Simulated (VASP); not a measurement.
Set up this calculation in VASP 6.6.1, as the native input.

| Property | Result |
| --- | --- |
| Task | single point |
| Functional | PBEsol |
| Potentials or basis | VASP PAW PBE potentials, release 64 (Ir) |
| Cutoff | 520 eV |
| k mesh | 15 × 11 × 1 |
| Occupations | fermi-dirac, width 0.1 eV |
| Spin | no spin polarisation |
| Dipole correction | yes |
| Further INCAR settings | ALGO = Normal; EDIFF = 1e-06; NBANDS = 30 |

The structure of Ir lies in POSCAR:

```
Ir
1.0
    2.7093778140      0.0000000000      0.0000000000
    0.0000000000      3.8316388502      0.0000000000
    0.0000000000      0.0000000000     21.4188000000
Ir
5
Direct
    0.0000000000      0.0000000000      0.3797572126
    0.5000000000      0.5000000000      0.4334821804
    0.0000000000      0.0000000000      0.4999999989
    0.5000000000      0.5000000000      0.5665178178
    0.0000000000      0.0000000000      0.6202427903
```

These files were run (other wordings do the same):

INCAR

```
SYSTEM = Ir
PREC     = Accurate       ! precision mode
ENCUT    = 520            ! plane-wave cutoff, eV
EDIFF    = 1E-6           ! SCF threshold, eV
ISMEAR   = -1             ! smearing method
SIGMA    = 0.1            ! smearing width, eV
LREAL    = .FALSE.        ! projectors in reciprocal space
LASPH    = .TRUE.         ! aspherical terms in the spheres
NELM     = 60             ! most SCF steps
ALGO     = Normal         ! electronic algorithm
ISIF     = 2              ! what is computed and relaxed
LWAVE    = .FALSE.        ! write WAVECAR
LCHARG   = .FALSE.        ! write CHGCAR
LDIPOL   = .TRUE.       
IDIPOL   = 3            
DIPOL    = 0.5 0.5 0.500
GGA      = PS             ! functional
NBANDS   = 30             ! bands
```

KPOINTS

```
regular mesh
0
G
  15 11 1
  0 0 0
```

Potentials or basis: VASP PAW PBE potentials, release 64 (Ir).

The run is started by

```sh
$ cat potpaw_PBE.64/Ir/POTCAR > POTCAR
$ mpirun -np 1 vasp_std > vasp.out
```

It gave:

| Item | Value |
| --- | --- |
| Largest force | 0.073 eV/Å |
| Band gap on the k mesh | zero (an odd number of electrons rules out a gap without spin polarisation) |

Caveat: the PAW data sets were made with another functional, which shifts forces and pressure a little; spin-orbit coupling is left out, which moves the levels of the heavy elements.

It took 4.1 min on 1 thread of AMD EPYC 9R45 96-Core Processor (Zen 5), with other jobs on the host, peak memory 0.41 GiB.
